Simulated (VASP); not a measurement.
# RbBr in VASP: notebook

RbBr is run at these levels: PBE, r2SCAN; tasks: single point.

All numbers are computed with VASP 6.6.1; they aren't measurements. Logs are shortened: lines on timing, memory, paths and dates and some standing lists are left out, and cuts for length are marked.

### Step 1. The cell of the first run

The structure is cubic, space group Fm-3m (No. 225). Conventional cell: a = 6.922 Å, b = 6.922 Å, c = 6.922 Å, α = 90.00°, β = 90.00°, γ = 90.00°. Within 4.5 Å of Rb (site symmetry m-3m) lie 6 Br at 3.46 Å. Br (site symmetry m-3m) has 6 Rb at 3.46 Å within 4.5 Å.

### Step 2. Single point, PBE

The input, INCAR:

```
ALGO = Normal
EDIFF = 1E-7
ENCUT = 520
GGA = PE
ISIF = 2
ISMEAR = -1
LASPH = True
LCHARG = False
LREAL = False
LWAVE = False
NBANDS = 15
NELM = 100
PREC = Accurate
SIGMA = 0.02
```

The input, KPOINTS:

```
k-points
0
Gamma
  6 6 6
```

The input, POSCAR:

```
RbBr
1.0
    0.0000000000      3.4608261073      3.4608261073
    3.4608261073      0.0000000000      3.4608261073
    3.4608261073      3.4608261073      0.0000000000
Rb Br
1 1
Direct
    0.0000000000      0.0000000000      0.0000000000
    0.5000000000      0.5000000000      0.5000000000
```

Potentials or basis: VASP PAW PBE potentials, release 64 (Rb_sv, Br).

Started as:

```console
cat potpaw_PBE.64/Rb_sv/POTCAR potpaw_PBE.64/Br/POTCAR > POTCAR
mpirun -np 1 vasp_std > vasp.out
```

OUTCAR:

```text
EDIFF = 1E-7
   ENCUT = 520
   GGA = PE
   ISIF = 2
   ISMEAR = -1
   LASPH = True
   LREAL = False
   NELM = 100
   PREC = Accurate

 ion  position               nearest neighbor table
   1  0.000  0.000  0.000-   2 3.46   2 3.46   2 3.46   2 3.46   2 3.46   2 3.46
   2  0.500  0.500  0.500-   1 3.46   1 3.46   1 3.46   1 3.46   1 3.46   1 3.46

  LATTYP: Found a face centered cubic cell.
 ALAT       =     6.9216522146

  Lattice vectors:

 A1 = (   0.0000000000,   3.4608261073,   3.4608261073)
 A2 = (   3.4608261073,   0.0000000000,   3.4608261073)
 A3 = (   3.4608261073,   3.4608261073,   0.0000000000)

Analysis of symmetry for initial positions (statically):
=====================================================================
 Subroutine PRICEL returns:
 Original cell was already a primitive cell.

 Routine SETGRP: Setting up the symmetry group for a
 face centered cubic supercell.

 Subroutine GETGRP returns: Found 48 space group operations
 (whereof 48 operations were pure point group operations)
 out of a pool of 48 trial point group operations.

The static configuration has the point symmetry O_h .

Analysis of symmetry for dynamics (positions and initial velocities):
=====================================================================
 Subroutine PRICEL returns:
 Original cell was already a primitive cell.

 Routine SETGRP: Setting up the symmetry group for a
 face centered cubic supercell.

 Subroutine GETGRP returns: Found 48 space group operations
 (whereof 48 operations were pure point group operations)
 out of a pool of 48 trial point group operations.

The dynamic configuration has the point symmetry O_h .

 Subroutine INISYM returns: Found 48 space group operations
 (whereof 48 operations are pure point group operations),
 and found     1 'primitive' translations

----------------------------------------------------------------------------------------

                                     Primitive cell

  volume of cell :      82.9028

  direct lattice vectors                    reciprocal lattice vectors
     0.000000000  3.460826107  3.460826107    -0.144474176  0.144474176  0.144474176
     3.460826107  0.000000000  3.460826107     0.144474176 -0.144474176  0.144474176
     3.460826107  3.460826107  0.000000000     0.144474176  0.144474176 -0.144474176

  length of vectors
     4.894347218  4.894347218  4.894347218     0.250236613  0.250236613  0.250236613

  position of ions in fractional coordinates (direct lattice)
     0.000000000  0.000000000  0.000000000
     0.500000000  0.500000000  0.500000000

  ion indices of the primitive-cell ions
   primitive index   ion index
                 1           1
                 2           2

----------------------------------------------------------------------------------------

 KPOINTS: k-points

Automatic generation of k-mesh.
 Grid dimensions read from file:
 generate k-points for:    6    6    6

 Generating k-lattice:

  Cartesian coordinates                     Fractional coordinates (reciprocal lattice)
    -0.024079029  0.024079029  0.024079029     0.166666667  0.000000000  0.000000000
     0.024079029 -0.024079029  0.024079029     0.000000000  0.166666667  0.000000000
     0.024079029  0.024079029 -0.024079029     0.000000000  0.000000000  0.166666667

  Length of vectors
     0.041706102  0.041706102  0.041706102

  Shift w.r.t. Gamma in fractional coordinates (k-lattice)
     0.000000000  0.000000000  0.000000000

 Subroutine IBZKPT returns following result:
 ===========================================

 Found     16 irreducible k-points:

 Following reciprocal coordinates:
            Coordinates               Weight
  0.000000  0.000000  0.000000      1.000000
  0.166667  0.000000  0.000000      8.000000
  0.333333  0.000000  0.000000      8.000000
  0.500000  0.000000  0.000000      4.000000
  0.166667  0.166667  0.000000      6.000000
  0.333333  0.166667  0.000000     24.000000
[... 8 lines left out ...]
 -0.333333  0.333333  0.166667     24.000000
 -0.333333  0.500000  0.166667     12.000000
   k-points           NKPTS =     16   k-points in BZ     NKDIM =     16   number of bands    NBANDS=     15
   number of dos      NEDOS =    301   number of ions     NIONS =      2
   total plane-waves  NPLWV =  46656
   dimension x,y,z NGX =    36 NGY =   36 NGZ =   36
   dimension x,y,z NGXF=    72 NGYF=   72 NGZF=   72
   ions per type =               1   1
   NGX,Y,Z   is equivalent  to a cutoff of  12.23, 12.23, 12.23 a.u.
   NGXF,Y,Z  is equivalent  to a cutoff of  24.46, 24.46, 24.46 a.u.
 SYSTEM =  unknown system
   PREC   = accura    normal or accurate (medium, high low for compatibility)
   ISTART =      0    job   : 0-new  1-cont  2-samecut
   ICHARG =      2    charge: 1-file 2-atom 10-const
   ISPIN  =      1    spin polarized calculation?
   LNONCOLLINEAR =      F non collinear calculations
   LSORBIT =      F    spin-orbit coupling
   LASPH  =      T    aspherical Exc in radial PAW
   ENCUT  =  520.0 eV  38.22 Ry    6.18 a.u.   9.10  9.10  9.10*2*pi/ulx,y,z
   NELM   =    100;   NELMIN=  2; NELMDL= -5     # of ELM steps
   EDIFF  = 0.1E-06   stopping-criterion for ELM
   LREAL  =      F    real-space projection
   EDIFFG = 0.1E-05   stopping-criterion for IOM
   NSW    =      0    number of steps for IOM
   IBRION =     -1    ionic relax: 0-MD 1-quasi-New 2-CG
   NFREE  =      0    steps in history (QN), initial steepest desc. (CG)
   ISIF   =      2    stress and relaxation
   ISYM   =      2    0-nonsym 1-usesym 2-fastsym
   POTIM  = 0.5000    time-step for ionic-motion
   TEBEG  =    0.0;   TEEND  =   0.0 temperature during run
   PSTRESS=    0.0 pullay stress
   NELECT =      16.0000    total number of electrons
   NUPDOWN=      -1.0000    fix difference up-down
   EMIN   =  10.00;   EMAX   =-10.00  energy-range for DOS
   EFERMI =   0.00;   METHOD = LEGACY
   ISMEAR =    -1;   SIGMA  =   0.02  broadening in eV -4-tet -1-fermi 0-gaus
   EFERMI_NEDOS =   21; number of points for ismear=-14 and -15
   IALGO  =     38    algorithm
   IMIX   =      4    mixing-type and parameters
     AMIX     =   0.40;   BMIX     =  1.00
     AMIX_MAG =   1.60;   BMIX_MAG =  1.00
  volume/ion in A,a.u.               =      41.45       279.73
  Fermi-wavevector in a.u.,A,eV,Ry     =   0.946074  1.787820 12.177973  0.895056
  Thomas-Fermi vector in A             =   2.074037
   LORBIT       =      0    0 simple, 1 ext, 2 COOP (PROOUT), +10 PAW based schemes
   GGA     = PE    functional components
   LHFCALC =     F    Hartree Fock is set to
   AEXX    =    0.0000 exact exchange contribution
   IVDW    =     0    specifies the selected vdW correction
   LEPSILON=     F    determine dielectric tensor
   LRPA    =     F    only Hartree local field effects (RPA)
 non-spin polarized calculation
  energy-cutoff  :      520.00
  volume of cell :       82.90
 maximum number of plane-waves:      2252
   NGX = 19   NGY = 19   NGZ = 19

 number of electron      15.9999997 magnetization

 Free energy of the ion-electron system (eV)
  ---------------------------------------------------
  ext. energy  EPLUGINS =         0.00000000
  ---------------------------------------------------
  free energy    TOTEN  =        -6.10928900 eV

  energy without entropy =       -6.10928900  energy(sigma->0) =       -6.10928900

 E-fermi :  -1.4428     XC(G=0):  -7.1176

 val. band max:       -1.8616390873   @ k =   0.0000   0.0000   0.0000
 cond. band min:       2.4271635336   @ k =   0.0000   0.0000   0.0000
 fundamental gap:      4.2888026209
 Fermi energy:        -1.4428493629

 k-point     1 :       0.0000    0.0000    0.0000
  band No.  band energies     occupation
      1     -26.3382      2.00000
      2     -14.0140      2.00000
      3     -10.4125      2.00000
      4     -10.4125      2.00000
      5     -10.4125      2.00000
      6      -1.8616      2.00000
      7      -1.8616      2.00000
      8      -1.8616      2.00000
      9       2.4272      0.00000
     10       5.4087      0.00000
     11       5.4087      0.00000
     12       5.4087      0.00000
     13       6.2767      0.00000
     14       6.2767      0.00000
     15       9.0617      0.00000

 k-point     2 :       0.1667    0.0000    0.0000
  band No.  band energies     occupation
      1     -26.3362      2.00000
      2     -14.0231      2.00000
      3     -10.4144      2.00000
      4     -10.4144      2.00000
      5     -10.4025      2.00000
      6      -2.1498      2.00000
      7      -1.9494      2.00000
      8      -1.9494      2.00000
      9       3.0476      0.00000
     10       5.2722      0.00000
     11       5.7277      0.00000
     12       5.7277      0.00000
     13       6.6644      0.00000
     14       6.6644      0.00000
     15      10.0287      0.00000

 k-point     3 :       0.3333    0.0000    0.0000
  band No.  band energies     occupation
      1     -26.3321      2.00000
      2     -14.0410      2.00000
      3     -10.4180      2.00000
      4     -10.4180      2.00000
      5     -10.3827      2.00000
      6      -2.6084      2.00000
      7      -2.1141      2.00000
      8      -2.1141      2.00000
      9       4.2843      0.00000
     10       5.3882      0.00000
     11       6.6144      0.00000
     12       6.6144      0.00000
     13       7.6352      0.00000
     14       7.6352      0.00000
     15       9.5483      0.00000
[... 199 lines left out ...]
 k-point    15 :      -0.3333    0.3333    0.1667
  band No.  band energies     occupation
      1     -26.3284      2.00000
      2     -14.0042      2.00000
      3     -10.4996      2.00000
      4     -10.4924      2.00000
      5     -10.3977      2.00000
      6      -2.4741      2.00000
      7      -2.2002      2.00000
      8      -2.1735      2.00000
      9       5.1258      0.00000
     10       5.3405      0.00000
     11       6.5610      0.00000
     12       6.8274      0.00000
     13       8.2406      0.00000
     14       8.9127      0.00000
     15       8.9533      0.00000

 k-point    16 :      -0.3333    0.5000    0.1667
  band No.  band energies     occupation
      1     -26.3278      2.00000
      2     -13.9825      2.00000
      3     -10.5500      2.00000
      4     -10.5011      2.00000
      5     -10.4173      2.00000
      6      -2.2709      2.00000
      7      -2.2523      2.00000
      8      -2.1198      2.00000
      9       4.4496      0.00000
     10       5.8805      0.00000
     11       6.0518      0.00000
     12       6.9632      0.00000
     13       8.0266      0.00000
     14       8.8830      0.00000
     15       9.3263      0.00000

------------------------ aborting loop because EDIFF is reached ----------------------------------------

  FORCE on cell =-STRESS in cart. coord.  units (eV):
  Direction    XX          YY          ZZ          XY          YZ          ZX
  --------------------------------------------------------------------------------------
  -------------------------------------------------------------------------------------
  Total        0.2947361      0.2947361      0.2947361      0.0000000     -0.0000000      0.0000000
  in kB        5.6960600      5.6960600      5.6960600      0.0000000     -0.0000000      0.0000000
  external PRESSURE =       5.6960600 kB  Pullay stress =       0.0000000 kB

 VOLUME and BASIS-vectors are now :
 -----------------------------------------------------------------------------
  energy-cutoff  :      520.00
  volume of cell :       82.90
      direct lattice vectors                 reciprocal lattice vectors
     0.000000000  3.460826107  3.460826107    -0.144474176  0.144474176  0.144474176
     3.460826107  0.000000000  3.460826107     0.144474176 -0.144474176  0.144474176
     3.460826107  3.460826107  0.000000000     0.144474176  0.144474176 -0.144474176

 POSITION                                       TOTAL-FORCE (eV/Angst)
 -----------------------------------------------------------------------------------
      0.00000      0.00000      0.00000         0.000000      0.000000     -0.000000
      3.46083      3.46083      3.46083        -0.000000     -0.000000      0.000000
 -----------------------------------------------------------------------------------
    total drift:                                0.000000      0.000000      0.000000

  FREE ENERGIE OF THE ION-ELECTRON SYSTEM (eV)
  ---------------------------------------------------
  free  energy   TOTEN  =        -6.1092890018 eV

  energy  without entropy=       -6.1092890018  energy(sigma->0) =       -6.10928900
```

Run time: 47 s. Hardware: 1 thread of AMD EPYC 7R13, shared host; peak memory 0.18 GiB.

What came out:

```yaml
Free_energy: -6.1093 eV
Pressure: 0.6 GPa
Band_gap_on_the_k_mesh: 4.29 eV
```

Levels at points of the mesh, in eV from the valence-band top:
```csv
k point,band 5,band 6,band 7,band 8,band 9,band 10,band 11,band 12
"(0.00, 0.00, 0.00)",-8.55,0.00,0.00,0.00,4.29,7.27,7.27,7.27
"(0.50, 0.00, 0.00)",-8.51,-0.94,-0.33,-0.33,6.74,7.61,9.40,9.40
"(0.50, 0.50, 0.00)",-8.62,-0.47,-0.16,-0.16,5.64,7.02,9.05,9.15
```

### Step 3. Single point, PBE (shear xy strain +2.5%)

The input, INCAR:

```
SYSTEM = RbBr
PREC = Accurate ; ENCUT = 520
EDIFF = 1E-6 ; ISMEAR = 0
SIGMA = 0.01 ; LREAL = .False.
LASPH = .True. ; NELM = 100
ALGO = Normal ; ISIF = 2
LWAVE = .False. ; LCHARG = .False.
GGA = PE ; NBANDS = 15
```

The input, KPOINTS:

```
regular mesh
0
Gamma
  4 4 4
  0 0 0
```

The input, POSCAR:

```
RbBr
1.0
    0.0432603263      3.4608261073      3.4608261073
    3.4608261073      0.0432603263      3.4608261073
    3.5040864336      3.5040864336      0.0000000000
Rb Br
1 1
Direct
    0.0000000000      0.0000000000      0.0000000000
    0.5000000000      0.5000000000      0.5000000000
```

Potentials or basis: VASP PAW PBE potentials, release 64 (Rb_sv, Br).

Started as:

```console
cat potpaw_PBE.64/Rb_sv/POTCAR potpaw_PBE.64/Br/POTCAR > POTCAR
mpirun -np 1 vasp_std > vasp.out
```

Wall time 48 s (1 thread of AMD EPYC 7R13, shared host); peak memory 0.19 GiB.

Results (log left out):

| Quantity | Value |
| --- | --- |
| Free energy | -6.1084 eV |
| Pressure | 0.6 GPa |
| Band gap on the k mesh | 4.27 eV |

Stress tensor (GPa, compression positive):
```
 0.57 -0.10  0.00
-0.10  0.57  0.00
 0.00  0.00  0.56
```

Levels at points of the mesh, in eV from the valence-band top:
| k point | band 5 | band 6 | band 7 | band 8 | band 9 | band 10 | band 11 | band 12 |
| --- | --- | --- | --- | --- | --- | --- | --- | --- |
| (0.00, 0.00, 0.00) | -8.57 | -0.04 | -0.02 | 0.00 | 4.27 | 7.16 | 7.25 | 7.34 |
| (0.50, 0.00, 0.00) | -8.54 | -0.96 | -0.38 | -0.35 | 6.72 | 7.63 | 9.34 | 9.48 |
| (0.50, 0.50, 0.00) | -8.64 | -0.49 | -0.20 | -0.15 | 5.62 | 7.00 | 9.03 | 9.13 |
| (0.00, 0.00, 0.50) | -8.53 | -0.96 | -0.35 | -0.32 | 6.71 | 7.55 | 9.28 | 9.42 |
| (0.50, 0.00, 0.50) | -8.64 | -0.49 | -0.18 | -0.18 | 5.62 | 6.99 | 9.03 | 9.12 |

Caveat: the cell differs from its parent crystal (shear xy strain +2.5%).

[end of part 1 of 2]
